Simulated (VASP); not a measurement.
A run of VASP 6.6.1:

The input INCAR:

```
PREC     = Accurate       # precision mode
ENCUT    = 600            # plane-wave cutoff, eV
EDIFF    = 1E-6           # SCF threshold, eV
ISMEAR   = -1             # smearing method
SIGMA    = 0.05           # smearing width, eV
LREAL    = False          # projectors in reciprocal space
LASPH    = True           # aspherical terms in the spheres
NELM     = 80             # most SCF steps
ALGO     = Normal         # electronic algorithm
ISIF     = 3              # what is computed and relaxed
LWAVE    = False          # write WAVECAR
LCHARG   = False          # write CHGCAR
GGA      = B5             # functional
ALDAX    = 1.0          
AGGAX    = 1.0          
AGGAC    = 1.0          
ALDAC    = 0.0          
IBRION   = 2              # ionic algorithm
NSW      = 60             # ionic steps
EDIFFG   = -0.01          # ionic threshold
```

File KPOINTS:

```
Automatic mesh
0
Gamma
  8 8 5
```

POSCAR

```
PtSe2
1.0
    3.7240000000      0.0000000000      0.0000000000
   -1.8620000000      3.2250786037      0.0000000000
    0.0000000000      0.0000000000      5.0620000000
Pt Se
1 2
Direct
    0.0000000000      0.0000000000      0.0000000000
    0.6666666667      0.3333333333      0.7500000000
    0.3333333333      0.6666666667      0.2500000000
```

Potentials or basis: VASP PAW PBE potentials, release 64 (Pt, Se).

Command:

```sh
$ cat potpaw_PBE.64/Pt/POTCAR potpaw_PBE.64/Se/POTCAR > POTCAR
$ mpirun -np 1 vasp_std > vasp.out
```

Hardware: 1 thread of Intel(R) Xeon(R) Platinum 8559C (Emerald Rapids), with other jobs on the host.

Problem. Estimate the wall time of this run.

Solution. Wall time 18 min on 1 thread of Intel(R) Xeon(R) Platinum 8559C (Emerald Rapids), on a shared host, peak memory 0.22 GiB. Counts: scf iterations 336, k points 40, ion steps 53.
